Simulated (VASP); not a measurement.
# ScNb (P-6m2) in VASP: single point with PBEsol

Aim: the single point of ScNb with PBEsol.

Everything below comes from runs of VASP 6.6.1. Logs are shortened: lines on timing, memory, paths and dates and some standing lists are left out, and cuts for length are marked.

## (1) The cell of the first run

The structure is hexagonal, space group P-6m2 (No. 187). Conventional cell: a = 3.027 Å, b = 3.027 Å, c = 5.009 Å, α = 90.00°, β = 90.00°, γ = 120.00°. Sc (site symmetry -6m2) has 6 Sc at 3.03 Å and 6 Nb at 3.05 Å within 4.0 Å. Nb (site symmetry -6m2) has 6 Nb at 3.03 Å and 6 Sc at 3.05 Å within 4.0 Å.

## (2) Single point, PBEsol (functional PBEsol, strained)

INCAR

```
PREC = Accurate
ENCUT = 520
EDIFF = 1E-7
ISMEAR = 0
SIGMA = 0.1
LREAL = F
LASPH = T
NELM = 60
ALGO = Normal
ISIF = 2
LWAVE = F
LCHARG = T
GGA = PS
LELF = T
LVHAR = T
NBANDS = 19
```

KPOINTS

```
Automatic mesh
0
Gamma
  15 15 8
```

POSCAR

```
ScNb
1.0
    3.0272318374      0.0000000000      0.0000000000
   -1.5136159187      2.6216596742      0.0000000000
    0.0000000000      0.0000000000      5.0086394092
Sc Nb
1 1
Direct
    0.0000000000      0.0000000000      0.0000000000
    0.3333333300      0.6666666700      0.5000000000
```

Potentials or basis: VASP PAW PBE potentials, release 64 (Sc_sv, Nb_sv).

Started as:

```console
> cat potpaw_PBE.64/Sc_sv/POTCAR potpaw_PBE.64/Nb_sv/POTCAR > POTCAR
> mpirun -np 1 vasp_std > vasp.out
```

OUTCAR:

```text
PREC = Accurate
   ENCUT = 520
   EDIFF = 1E-7
   ISMEAR = 0
   LREAL = F
   LASPH = T
   NELM = 60
   ISIF = 2
   GGA = PS

 ion  position               nearest neighbor table
   1  0.000  0.000  0.000-   2 3.05   2 3.05   2 3.05   2 3.05   2 3.05   2 3.05
   2  0.333  0.667  0.500-   1 3.05   1 3.05   1 3.05   1 3.05   1 3.05   1 3.05

  LATTYP: Found a hexagonal cell.
 ALAT       =     3.0272318374
 C/A-ratio  =     1.6545278585

  Lattice vectors:

 A1 = (   3.0272318374,   0.0000000000,   0.0000000000)
 A2 = (  -1.5136159187,   2.6216596742,   0.0000000000)
 A3 = (   0.0000000000,   0.0000000000,   5.0086394092)

Analysis of symmetry for initial positions (statically):
=====================================================================
 Subroutine PRICEL returns:
 Original cell was already a primitive cell.

 Routine SETGRP: Setting up the symmetry group for a
 hexagonal supercell.

 Subroutine GETGRP returns: Found 12 space group operations
 (whereof 12 operations were pure point group operations)
 out of a pool of 24 trial point group operations.

The static configuration has the point symmetry D_3h.

Analysis of symmetry for dynamics (positions and initial velocities):
=====================================================================
 Subroutine PRICEL returns:
 Original cell was already a primitive cell.

 Routine SETGRP: Setting up the symmetry group for a
 hexagonal supercell.

 Subroutine GETGRP returns: Found 12 space group operations
 (whereof 12 operations were pure point group operations)
 out of a pool of 24 trial point group operations.

The dynamic configuration has the point symmetry D_3h.

 Subroutine INISYM returns: Found 12 space group operations
 (whereof 12 operations are pure point group operations),
 and found     1 'primitive' translations

----------------------------------------------------------------------------------------

                                     Primitive cell

  volume of cell :      39.7504

  direct lattice vectors                    reciprocal lattice vectors
     3.027231837  0.000000000  0.000000000     0.330334792  0.190718881  0.000000000
    -1.513615919  2.621659674  0.000000000     0.000000000  0.381437762  0.000000000
     0.000000000  0.000000000  5.008639409     0.000000000  0.000000000  0.199655020

  length of vectors
     3.027231837  3.027231837  5.008639409     0.381437762  0.381437762  0.199655020

  position of ions in fractional coordinates (direct lattice)
     0.000000000  0.000000000  0.000000000
     0.333333330  0.666666670  0.500000000

  ion indices of the primitive-cell ions
   primitive index   ion index
                 1           1
                 2           2

----------------------------------------------------------------------------------------

 KPOINTS: Automatic mesh

Automatic generation of k-mesh.
 Grid dimensions read from file:
 generate k-points for:   15   15    8

 Generating k-lattice:

  Cartesian coordinates                     Fractional coordinates (reciprocal lattice)
     0.022022319  0.012714592  0.000000000     0.066666667 -0.000000000  0.000000000
     0.000000000  0.025429184  0.000000000     0.000000000  0.066666667  0.000000000
     0.000000000  0.000000000  0.024956877     0.000000000  0.000000000  0.125000000

  Length of vectors
     0.025429184  0.025429184  0.024956877

  Shift w.r.t. Gamma in fractional coordinates (k-lattice)
     0.000000000  0.000000000  0.000000000

 Subroutine IBZKPT returns following result:
 ===========================================

 Found    135 irreducible k-points:

 Following reciprocal coordinates:
            Coordinates               Weight
  0.000000  0.000000  0.000000      1.000000
  0.066667  0.000000  0.000000      6.000000
  0.133333  0.000000  0.000000      6.000000
  0.200000 -0.000000  0.000000      6.000000
  0.266667  0.000000  0.000000      6.000000
  0.333333 -0.000000  0.000000      6.000000
[... 16 lines left out ...]
  0.333333  0.200000  0.000000     12.000000
  0.400000  0.200000  0.000000      6.000000
 [... further k-points ...]
   k-points           NKPTS =    135   k-points in BZ     NKDIM =    135   number of bands    NBANDS=     19
   number of dos      NEDOS =    301   number of ions     NIONS =      2
   total plane-waves  NPLWV =  23040
   dimension x,y,z NGX =    24 NGY =   24 NGZ =   40
   dimension x,y,z NGXF=    48 NGYF=   48 NGZF=   80
   ions per type =               1   1
   NGX,Y,Z   is equivalent  to a cutoff of  13.18, 13.18, 13.28 a.u.
   NGXF,Y,Z  is equivalent  to a cutoff of  26.36, 26.36, 26.55 a.u.
 SYSTEM =  unknown system
   PREC   = accura    normal or accurate (medium, high low for compatibility)
   ISTART =      0    job   : 0-new  1-cont  2-samecut
   ICHARG =      2    charge: 1-file 2-atom 10-const
   ISPIN  =      1    spin polarized calculation?
   LNONCOLLINEAR =      F non collinear calculations
   LSORBIT =      F    spin-orbit coupling
   LASPH  =      T    aspherical Exc in radial PAW
   ENCUT  =  520.0 eV  38.22 Ry    6.18 a.u.   5.63  5.63  9.31*2*pi/ulx,y,z
   NELM   =     60;   NELMIN=  2; NELMDL= -5     # of ELM steps
   EDIFF  = 0.1E-06   stopping-criterion for ELM
   LREAL  =      F    real-space projection
   EDIFFG = 0.1E-05   stopping-criterion for IOM
   NSW    =      0    number of steps for IOM
   IBRION =     -1    ionic relax: 0-MD 1-quasi-New 2-CG
   NFREE  =      0    steps in history (QN), initial steepest desc. (CG)
   ISIF   =      2    stress and relaxation
   ISYM   =      2    0-nonsym 1-usesym 2-fastsym
   POTIM  = 0.5000    time-step for ionic-motion
   TEBEG  =    0.0;   TEEND  =   0.0 temperature during run
   PSTRESS=    0.0 pullay stress
   NELECT =      24.0000    total number of electrons
   NUPDOWN=      -1.0000    fix difference up-down
   EMIN   =  10.00;   EMAX   =-10.00  energy-range for DOS
   EFERMI =   0.00;   METHOD = LEGACY
   ISMEAR =     0;   SIGMA  =   0.10  broadening in eV -4-tet -1-fermi 0-gaus
   EFERMI_NEDOS =   21; number of points for ismear=-14 and -15
   IALGO  =     38    algorithm
   IMIX   =      4    mixing-type and parameters
     AMIX     =   0.40;   BMIX     =  1.00
     AMIX_MAG =   1.60;   BMIX_MAG =  1.00
  volume/ion in A,a.u.               =      19.88       134.12
  Fermi-wavevector in a.u.,A,eV,Ry     =   1.383666  2.614750 26.048790  1.914532
  Thomas-Fermi vector in A             =   2.508243
   LORBIT       =      0    0 simple, 1 ext, 2 COOP (PROOUT), +10 PAW based schemes
   GGA     = PS    functional components
   LHFCALC =     F    Hartree Fock is set to
   AEXX    =    0.0000 exact exchange contribution
   IVDW    =     0    specifies the selected vdW correction
   LEPSILON=     F    determine dielectric tensor
   LRPA    =     F    only Hartree local field effects (RPA)
 non-spin polarized calculation
 Gauss-broadening in eV      SIGMA  =   0.10
  energy-cutoff  :      520.00
  volume of cell :       39.75
 maximum number of plane-waves:      1099
 NGX is ok and might be reduce to    24
   NGX = 11   NGY = 11   NGZ = 19

 number of electron      24.0000000 magnetization

 Free energy of the ion-electron system (eV)
  ---------------------------------------------------
  ext. energy  EPLUGINS =         0.00000000
  ---------------------------------------------------
  free energy    TOTEN  =       -17.13078992 eV

  energy without entropy =      -17.12125197  energy(sigma->0) =      -17.12602094

 E-fermi :   7.4139     XC(G=0): -11.5208

 val. band max:        7.4109984625   @ k =   0.2667   0.1333   0.5000
 cond. band min:       7.4170917223   @ k =   0.0000   0.0000   0.2500
 fundamental gap:      0.0060932598
 Fermi energy:         7.4139316134

 k-point     1 :       0.0000    0.0000    0.0000
  band No.  band energies     occupation
      1     -47.1066      2.00000
      2     -41.2524      2.00000
      3     -23.3021      2.00000
      4     -22.7201      2.00000
      5     -22.7201      2.00000
      6     -19.9500      2.00000
[... 11 lines left out ...]
     18       9.7590      0.00000
     19      11.7744      0.00000

 k-point     2 :       0.0667    0.0000    0.0000
  band No.  band energies     occupation
      1     -47.1020      2.00000
      2     -41.2480      2.00000
      3     -23.2950      2.00000
      4     -22.7559      2.00000
      5     -22.7283      2.00000
      6     -19.9482      2.00000
[... 11 lines left out ...]
     18       9.6942      0.00000
     19      11.8215      0.00000

 k-point     3 :       0.1333    0.0000    0.0000
  band No.  band energies     occupation
      1     -47.0889      2.00000
      2     -41.2356      2.00000
      3     -23.2750      2.00000
      4     -22.8564      2.00000
      5     -22.7515      2.00000
      6     -19.9430      2.00000
[... 11 lines left out ...]
     18       9.9563      0.00000
     19      11.9292      0.00000

 k-point     4 :       0.2000   -0.0000    0.0000
  band No.  band energies     occupation
      1     -47.0695      2.00000
      2     -41.2174      2.00000
      3     -23.2455      2.00000
      4     -23.0021      2.00000
      5     -22.7856      2.00000
      6     -19.9355      2.00000
[... 11 lines left out ...]
     18      10.3857      0.00000
     19      12.0419      0.00000

 k-point     5 :       0.2667    0.0000    0.0000
  band No.  band energies     occupation
      1     -47.0472      2.00000
      2     -41.1963      2.00000
      3     -23.2113      2.00000
      4     -23.1663      2.00000
      5     -22.8243      2.00000
      6     -20.0343      2.00000
[... 11 lines left out ...]
     18      10.9290      0.00000
     19      12.1289      0.00000
[... 334 lines left out ...]
      2     -41.1712      2.00000
      3     -23.2857      2.00000
      4     -23.1705      2.00000
      5     -22.9463      2.00000
      6     -20.1296      2.00000
[... 11 lines left out ...]
     18      11.9179      0.00000
     19      12.0490      0.00000

 k-point    22 :       0.2667    0.2000    0.0000
  band No.  band energies     occupation
      1     -47.0047      2.00000
      2     -41.1562      2.00000
      3     -23.3582      2.00000
      4     -23.1462      2.00000
      5     -23.0154      2.00000
      6     -20.1873      2.00000
[... 11 lines left out ...]
     18      11.8600      0.00000
     19      12.8054      0.00000

 k-point    23 :       0.3333    0.2000    0.0000
  band No.  band energies     occupation
      1     -46.9939      2.00000
      2     -41.1460      2.00000
      3     -23.4037      2.00000
      4     -23.1296      2.00000
      5     -23.0656      2.00000
      6     -20.2233      2.00000
[... 11 lines left out ...]
     18      11.9866      0.00000
     19      13.4875      0.00000

 k-point    24 :       0.4000    0.2000    0.0000
  band No.  band energies     occupation
      1     -46.9900      2.00000
      2     -41.1424      2.00000
      3     -23.4191      2.00000
      4     -23.1238      2.00000
      5     -23.0839      2.00000
      6     -20.2354      2.00000
[... 11 lines left out ...]
     18      11.9056      0.00000
     19      13.8382      0.00000

 [... further k-points ...]
[... 5 lines left out ...]
  --------------------------------------------------------------------------------------
  -------------------------------------------------------------------------------------
  Total       -0.0771259     -0.0771259     -0.1150612      0.0000000      0.0000000      0.0000000
  in kB       -3.1086294     -3.1086294     -4.6376466      0.0000000      0.0000000      0.0000000
  external PRESSURE =      -3.6183018 kB  Pullay stress =       0.0000000 kB

 VOLUME and BASIS-vectors are now :
 -----------------------------------------------------------------------------
  energy-cutoff  :      520.00
  volume of cell :       39.75
      direct lattice vectors                 reciprocal lattice vectors
     3.027231837  0.000000000  0.000000000     0.330334792  0.190718881  0.000000000
    -1.513615919  2.621659674  0.000000000     0.000000000  0.381437762  0.000000000
     0.000000000  0.000000000  5.008639409     0.000000000  0.000000000  0.199655020

 POSITION                                       TOTAL-FORCE (eV/Angst)
 -----------------------------------------------------------------------------------
      0.00000      0.00000      0.00000         0.000000     -0.000000      0.000000
     -0.00000      1.74777      2.50432        -0.000000      0.000000      0.000000
 -----------------------------------------------------------------------------------
    total drift:                                0.000029     -0.000017     -0.000000

  FREE ENERGIE OF THE ION-ELECTRON SYSTEM (eV)
  ---------------------------------------------------
  free  energy   TOTEN  =       -17.1307899187 eV

  energy  without entropy=      -17.1212519703  energy(sigma->0) =      -17.12602094
```

Wall time 74 s (1 thread of Intel Xeon Platinum 8488C (Sapphire Rapids), shared host); peak memory 0.24 GiB.

Results:

```
Free energy            : -17.1308 eV
Pressure               : -0.4 GPa
Band gap on the k mesh : zero (band 12 reaches 8.11 eV, above the bottom of band 13 at 7.08 eV)
```

Stress tensor (GPa, compression positive):
```
-0.31  0.00  0.00
 0.00 -0.31  0.00
 0.00  0.00 -0.46
```

Caveat: the cell differs from its parent crystal (functional PBEsol, strained); the PAW data sets were made with another functional, which shifts forces and pressure a little.
